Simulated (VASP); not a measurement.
Wanted: the native input for a VASP 6.6.1 run.

* Task: single point
* Functional: LDA
* Potentials or basis: VASP PAW LDA potentials, release 64 (C, Si, H)
* Cutoff: 520 eV
* k mesh: 4 × 8 × 1
* Occupations: gaussian, width 0.05 eV
* Spin: no spin polarisation
* Dipole correction: yes
* Further INCAR settings: LREAL = Auto; ALGO = Normal; EDIFF = 1e-06; NBANDS = 45

The structure of Si3H2C4 lies in POSCAR:

```
Si3H2C4
1.0
    6.1223116280      0.0000000000      0.0000000000
    0.0000000000      3.0611558140      0.0000000000
    0.0000000000      0.0000000000     19.9960979072
C Si H
8 6 4
Direct
    0.5000000000      0.5000000000      0.2326656844
    0.0000000000      0.5000000000      0.2326656844
    0.7500000000      0.0000000000      0.3409150060
    0.2500000000      0.0000000000      0.3409150060
   -0.0027894295      0.5000000000      0.4607211502
    0.5022267156      0.5000000000      0.4425721322
    0.3875564378      0.0000000000      0.5459779411
    0.6112557133      0.0000000000      0.5529292973
    0.2500000000      0.5000000000      0.2867903452
    0.7500000000      0.5000000000      0.2867903452
    0.5007267439      0.0000000000      0.3922831196
   -0.0016451957      0.0000000000      0.4001533845
    0.7206443033      0.5000000000      0.5094354829
    0.2742071085      0.5000000000      0.5056312220
    0.5000000000      0.2236746754      0.1987605550
    0.5000000000      0.7763253246      0.1987605550
    0.0000000000      0.7759774367      0.1986431602
    0.0000000000      0.2240225633      0.1986431602
```

The input as run:

INCAR

```
PREC     = Accurate       # precision mode
ENCUT    = 520            # plane-wave cutoff, eV
EDIFF    = 1E-6           # SCF threshold, eV
ISMEAR   = 0              # smearing method
SIGMA    = 0.05           # smearing width, eV
LREAL    = Auto         
LASPH    = T              # aspherical terms in the spheres
NELM     = 100            # most SCF steps
ALGO     = Normal         # electronic algorithm
ISIF     = 2              # what is computed and relaxed
LWAVE    = F              # write WAVECAR
LCHARG   = F              # write CHGCAR
LDIPOL   = T            
IDIPOL   = 3            
DIPOL    = 0.5 0.5 0.351
NBANDS   = 45             # bands
```

KPOINTS

```
Automatic mesh
0
Gamma
  4 8 1
```

Potentials or basis: VASP PAW LDA potentials, release 64 (C, Si, H).

The run is started by

```bash
$ cat potpaw_LDA.64/C/POTCAR potpaw_LDA.64/Si/POTCAR potpaw_LDA.64/H/POTCAR > POTCAR
$ mpirun -np 1 vasp_std > vasp.out
```

Results of the run:

| Property | Result |
| --- | --- |
| Largest force | 1.099 eV/Å |
| Band gap on the k mesh | zero (band 30 reaches 1.01 eV, above the bottom of band 31 at 0.72 eV) |

Run time: 4.3 min on 1 thread of Intel(R) Xeon(R) 6975P-C (Granite Rapids) (shared host), peak memory 0.41 GiB.
